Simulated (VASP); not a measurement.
# Pt (P6_3/mmc) in VASP: single point with PBEsol

Aim: the single point of Pt with PBEsol.

All numbers are computed with VASP 6.6.1; they aren't measurements. Logs are shortened: lines on timing, memory, paths and dates and some standing lists are left out, and cuts for length are marked.

### Step 1. The cell of the first run

Symmetry: P6_3/mmc, No. 194, hexagonal system. The conventional cell has a = 2.725 Å, b = 2.725 Å, c = 4.706 Å, α = 90.00°, β = 90.00°, γ = 120.00°. Within 3.6 Å of Pt (site symmetry -6m2) lie 12 Pt at 2.73 to 2.83 Å.

### Step 2. Single point, PBEsol

The input, INCAR:

```
SYSTEM = Pt
PREC = Accurate
ENCUT = 500
EDIFF = 1E-6
ISMEAR = 0
SIGMA = 0.1
LREAL = .False.
LASPH = .True.
NELM = 120
ALGO = Normal
ISIF = 2
LWAVE = .False.
LCHARG = .True.
GGA = PS
LELF = .True.
LVHAR = .True.
NBANDS = 17
GGA_COMPAT = .False.
```

The input, KPOINTS:

```
regular mesh
0
Gamma
  6 6 4
  0 0 0
```

The input, POSCAR:

```
Pt
1.0
    2.7252415972      0.0000000000      0.0000000000
   -1.3626207986      2.3601284547      0.0000000000
    0.0000000000      0.0000000000      4.7058832318
Pt
2
Direct
    0.3333333333      0.6666666667      0.2500000000
    0.6666666667      0.3333333333      0.7500000000
```

Potentials or basis: VASP PAW PBE potentials, release 64 (Pt).

Command:

```sh
$ cat potpaw_PBE.64/Pt/POTCAR > POTCAR
$ mpirun -np 1 vasp_std > vasp.out
```

OUTCAR:

```text
SYSTEM = Pt
   PREC = Accurate
   ENCUT = 500
   EDIFF = 1E-6
   ISMEAR = 0
   LREAL = .False.
   LASPH = .True.
   NELM = 120
   ISIF = 2
   GGA = PS

 ion  position               nearest neighbor table
   1  0.333  0.667  0.250-   2 2.83   2 2.83   2 2.83   2 2.83   2 2.83   2 2.83
   2  0.667  0.333  0.750-   1 2.83   1 2.83   1 2.83   1 2.83   1 2.83   1 2.83

  LATTYP: Found a hexagonal cell.
 ALAT       =     2.7252415972
 C/A-ratio  =     1.7267765312

  Lattice vectors:

 A1 = (   2.7252415972,   0.0000000000,   0.0000000000)
 A2 = (  -1.3626207986,   2.3601284547,   0.0000000000)
 A3 = (   0.0000000000,   0.0000000000,   4.7058832318)

Analysis of symmetry for initial positions (statically):
=====================================================================
 Subroutine PRICEL returns:
 Original cell was already a primitive cell.

 Routine SETGRP: Setting up the symmetry group for a
 hexagonal supercell.

 Subroutine GETGRP returns: Found 24 space group operations
 (whereof 12 operations were pure point group operations)
 out of a pool of 24 trial point group operations.

The static configuration has the point symmetry D_3d.
 The point group associated with its full space group is D_6h.

Analysis of symmetry for dynamics (positions and initial velocities):
=====================================================================
 Subroutine PRICEL returns:
 Original cell was already a primitive cell.

 Routine SETGRP: Setting up the symmetry group for a
 hexagonal supercell.

 Subroutine GETGRP returns: Found 24 space group operations
 (whereof 12 operations were pure point group operations)
 out of a pool of 24 trial point group operations.

The dynamic configuration has the point symmetry D_3d.
 The point group associated with its full space group is D_6h.

 Subroutine INISYM returns: Found 24 space group operations
 (whereof 12 operations are pure point group operations),
 and found     1 'primitive' translations

----------------------------------------------------------------------------------------

                                     Primitive cell

  volume of cell :      30.2679

  direct lattice vectors                    reciprocal lattice vectors
     2.725241597  0.000000000  0.000000000     0.366939944  0.211852876  0.000000000
    -1.362620799  2.360128455  0.000000000     0.000000000  0.423705751  0.000000000
     0.000000000  0.000000000  4.705883232     0.000000000  0.000000000  0.212499960

  length of vectors
     2.725241597  2.725241597  4.705883232     0.423705751  0.423705751  0.212499960

  position of ions in fractional coordinates (direct lattice)
     0.333333333  0.666666667  0.250000000
     0.666666667  0.333333333  0.750000000

  ion indices of the primitive-cell ions
   primitive index   ion index
                 1           1
                 2           2

----------------------------------------------------------------------------------------

 KPOINTS: regular mesh

Automatic generation of k-mesh.
 Grid dimensions read from file:
 generate k-points for:    6    6    4

 Generating k-lattice:

  Cartesian coordinates                     Fractional coordinates (reciprocal lattice)
     0.061156657  0.035308813  0.000000000     0.166666667  0.000000000  0.000000000
     0.000000000  0.070617625  0.000000000     0.000000000  0.166666667  0.000000000
     0.000000000  0.000000000  0.053124990     0.000000000  0.000000000  0.250000000

  Length of vectors
     0.070617625  0.070617625  0.053124990

  Shift w.r.t. Gamma in fractional coordinates (k-lattice)
     0.000000000  0.000000000  0.000000000

 Subroutine IBZKPT returns following result:
 ===========================================

 Found     21 irreducible k-points:

 Following reciprocal coordinates:
            Coordinates               Weight
  0.000000  0.000000  0.000000      1.000000
  0.166667 -0.000000  0.000000      6.000000
  0.333333 -0.000000  0.000000      6.000000
  0.500000 -0.000000  0.000000      3.000000
  0.166667  0.166667  0.000000      6.000000
  0.333333  0.166667  0.000000     12.000000
[... 13 lines left out ...]
  0.333333  0.166667  0.500000     12.000000
  0.333333  0.333333  0.500000      2.000000
   k-points           NKPTS =     21   k-points in BZ     NKDIM =     21   number of bands    NBANDS=     17
   number of dos      NEDOS =    301   number of ions     NIONS =      2
   total plane-waves  NPLWV =  14400
   dimension x,y,z NGX =    20 NGY =   20 NGZ =   36
   dimension x,y,z NGXF=    40 NGYF=   40 NGZF=   72
   ions per type =               2
   NGX,Y,Z   is equivalent  to a cutoff of  12.20, 12.20, 12.72 a.u.
   NGXF,Y,Z  is equivalent  to a cutoff of  24.40, 24.40, 25.44 a.u.
 SYSTEM =  Pt
   PREC   = accura    normal or accurate (medium, high low for compatibility)
   ISTART =      0    job   : 0-new  1-cont  2-samecut
   ICHARG =      2    charge: 1-file 2-atom 10-const
   ISPIN  =      1    spin polarized calculation?
   LNONCOLLINEAR =      F non collinear calculations
   LSORBIT =      F    spin-orbit coupling
   LASPH  =      T    aspherical Exc in radial PAW
   ENCUT  =  500.0 eV  36.75 Ry    6.06 a.u.   4.97  4.97  8.58*2*pi/ulx,y,z
   NELM   =    120;   NELMIN=  2; NELMDL= -5     # of ELM steps
   EDIFF  = 0.1E-05   stopping-criterion for ELM
   LREAL  =      F    real-space projection
   EDIFFG = 0.1E-04   stopping-criterion for IOM
   NSW    =      0    number of steps for IOM
   IBRION =     -1    ionic relax: 0-MD 1-quasi-New 2-CG
   NFREE  =      0    steps in history (QN), initial steepest desc. (CG)
   ISIF   =      2    stress and relaxation
   ISYM   =      2    0-nonsym 1-usesym 2-fastsym
   POTIM  = 0.5000    time-step for ionic-motion
   TEBEG  =    0.0;   TEEND  =   0.0 temperature during run
   PSTRESS=    0.0 pullay stress
   NELECT =      20.0000    total number of electrons
   NUPDOWN=      -1.0000    fix difference up-down
   EMIN   =  10.00;   EMAX   =-10.00  energy-range for DOS
   EFERMI =   0.00;   METHOD = LEGACY
   ISMEAR =     0;   SIGMA  =   0.10  broadening in eV -4-tet -1-fermi 0-gaus
   EFERMI_NEDOS =   21; number of points for ismear=-14 and -15
   IALGO  =     38    algorithm
   IMIX   =      4    mixing-type and parameters
     AMIX     =   0.40;   BMIX     =  1.00
     AMIX_MAG =   1.60;   BMIX_MAG =  1.00
  volume/ion in A,a.u.               =      15.13       102.13
  Fermi-wavevector in a.u.,A,eV,Ry     =   1.425906  2.694572 27.663473  2.033208
  Thomas-Fermi vector in A             =   2.546240
   LORBIT       =      0    0 simple, 1 ext, 2 COOP (PROOUT), +10 PAW based schemes
   GGA     = PS    functional components
   LHFCALC =     F    Hartree Fock is set to
   AEXX    =    0.0000 exact exchange contribution
   IVDW    =     0    specifies the selected vdW correction
   LEPSILON=     F    determine dielectric tensor
   LRPA    =     F    only Hartree local field effects (RPA)
 non-spin polarized calculation
 Gauss-broadening in eV      SIGMA  =   0.10
  energy-cutoff  :      500.00
  volume of cell :       30.27
 maximum number of plane-waves:       786
 NGX is ok and might be reduce to    20
   NGX =  9   NGY =  9   NGZ = 17

 number of electron      20.0000000 magnetization

 Free energy of the ion-electron system (eV)
  ---------------------------------------------------
  ext. energy  EPLUGINS =         0.00000000
  ---------------------------------------------------
  free energy    TOTEN  =       -13.88921269 eV

  energy without entropy =      -13.86581052  energy(sigma->0) =      -13.87751161

 E-fermi :  10.9554     XC(G=0): -13.6045

 val. band max:       10.9308633596   @ k =   0.1667   0.1667   0.5000
 cond. band min:      10.9961283553   @ k =   0.3333   0.1667   0.5000
 fundamental gap:      0.0652649957
 Fermi energy:        10.9553545610

 k-point     1 :       0.0000    0.0000    0.0000
  band No.  band energies     occupation
      1       0.7712      2.00000
      2       3.5071      2.00000
      3       6.7755      2.00000
      4       7.3595      2.00000
      5       7.3595      2.00000
      6       7.7639      2.00000
[... 9 lines left out ...]
     16      28.3187      0.00000
     17      32.3807      0.00000

 k-point     2 :       0.1667   -0.0000    0.0000
  band No.  band energies     occupation
      1       1.7627      2.00000
      2       4.3448      2.00000
      3       6.5321      2.00000
      4       7.2086      2.00000
      5       7.3866      2.00000
      6       7.7617      2.00000
[... 9 lines left out ...]
     16      28.7645      0.00000
     17      29.2363      0.00000

 k-point     3 :       0.3333   -0.0000    0.0000
  band No.  band energies     occupation
      1       3.7145      2.00000
      2       4.6041      2.00000
      3       5.5358      2.00000
      4       6.8640      2.00000
      5       7.4255      2.00000
      6       7.7600      2.00000
[... 9 lines left out ...]
     16      25.8041      0.00000
     17      26.8237      0.00000

 k-point     4 :       0.5000   -0.0000    0.0000
  band No.  band energies     occupation
      1       4.1691      2.00000
      2       4.2606      2.00000
      3       4.8889      2.00000
      4       7.3830      2.00000
      5       7.5958      2.00000
      6       7.8329      2.00000
[... 9 lines left out ...]
     16      23.0630      0.00000
     17      24.4141      0.00000
[... 283 lines left out ...]
      1       4.5903      2.00000
      2       4.5903      2.00000
      3       6.1175      2.00000
      4       6.1175      2.00000
      5       6.7021      2.00000
      6       6.7021      2.00000
[... 9 lines left out ...]
     16      25.6907      0.00000
     17      26.7421      0.00000

 k-point    20 :       0.3333    0.1667    0.5000
  band No.  band energies     occupation
      1       4.7024      2.00000
      2       4.7024      2.00000
      3       5.9047      2.00000
      4       5.9047      2.00000
      5       7.7616      2.00000
      6       7.7616      2.00000
[... 9 lines left out ...]
     16      23.8304      0.00000
     17      26.4005      0.00000

 k-point    21 :       0.3333    0.3333    0.5000
  band No.  band energies     occupation
      1       5.5085      2.00000
      2       5.5085      2.00000
      3       6.1706      2.00000
      4       6.1706      2.00000
      5       7.0986      2.00000
      6       7.0986      2.00000
[... 9 lines left out ...]
     16      20.0446      0.00000
     17      28.9066      0.00000

------------------------ aborting loop because EDIFF is reached ----------------------------------------

  FORCE on cell =-STRESS in cart. coord.  units (eV):
  Direction    XX          YY          ZZ          XY          YZ          ZX
  --------------------------------------------------------------------------------------
  -------------------------------------------------------------------------------------
  Total       -0.0253707     -0.0253707     -0.5647647      0.0000000      0.0000000      0.0000000
  in kB       -1.3429548     -1.3429548    -29.8948470      0.0000000      0.0000000      0.0000000
  external PRESSURE =     -10.8602522 kB  Pullay stress =       0.0000000 kB

 VOLUME and BASIS-vectors are now :
 -----------------------------------------------------------------------------
  energy-cutoff  :      500.00
  volume of cell :       30.27
      direct lattice vectors                 reciprocal lattice vectors
     2.725241597  0.000000000  0.000000000     0.366939944  0.211852876  0.000000000
    -1.362620799  2.360128455  0.000000000     0.000000000  0.423705751  0.000000000
     0.000000000  0.000000000  4.705883232     0.000000000  0.000000000  0.212499960

 POSITION                                       TOTAL-FORCE (eV/Angst)
 -----------------------------------------------------------------------------------
     -0.00000      1.57342      1.17647        -0.000000      0.000000      0.000000
      1.36262      0.78671      3.52941         0.000000     -0.000000      0.000000
 -----------------------------------------------------------------------------------
    total drift:                               -0.000000      0.000000     -0.000000

  FREE ENERGIE OF THE ION-ELECTRON SYSTEM (eV)
  ---------------------------------------------------
  free  energy   TOTEN  =       -13.8892126908 eV

  energy  without entropy=      -13.8658105199  energy(sigma->0) =      -13.87751161
```

It took 16 s on 1 thread of AMD EPYC 7R13, shared host; peak memory 0.11 GiB.

What came out:

```
Free energy            : -13.8892 eV
Pressure               : -1.1 GPa
Band gap on the k mesh : zero (band 10 reaches 11.55 eV, above the bottom of band 11 at 10.13 eV)
```

Levels at points of the mesh, in eV from the Fermi level:
```csv
k point,band 6,band 7,band 8,band 9,band 10,band 11,band 12,band 13,band 14,band 15
"(0.00, 0.00, 0.00)",-3.19,-3.19,-1.94,-1.94,-0.92,-0.21,-0.21,5.00,15.07,15.78
"(0.50, 0.00, 0.00)",-3.12,-2.84,0.06,0.37,0.60,2.36,3.90,7.51,9.04,9.92
"(0.00, 0.00, 0.50)",-3.60,-3.60,-3.60,-0.82,-0.82,-0.82,-0.82,12.31,12.31,15.56
"(0.50, 0.00, 0.50)",-1.94,-0.96,-0.96,0.50,0.50,1.69,1.69,6.77,6.77,14.40
```

Caveat: the k points lie up to 0.44 Å⁻¹ apart; the PAW data sets were made with another functional, which shifts forces and pressure a little; spin-orbit coupling is left out, which moves the levels of the heavy elements.
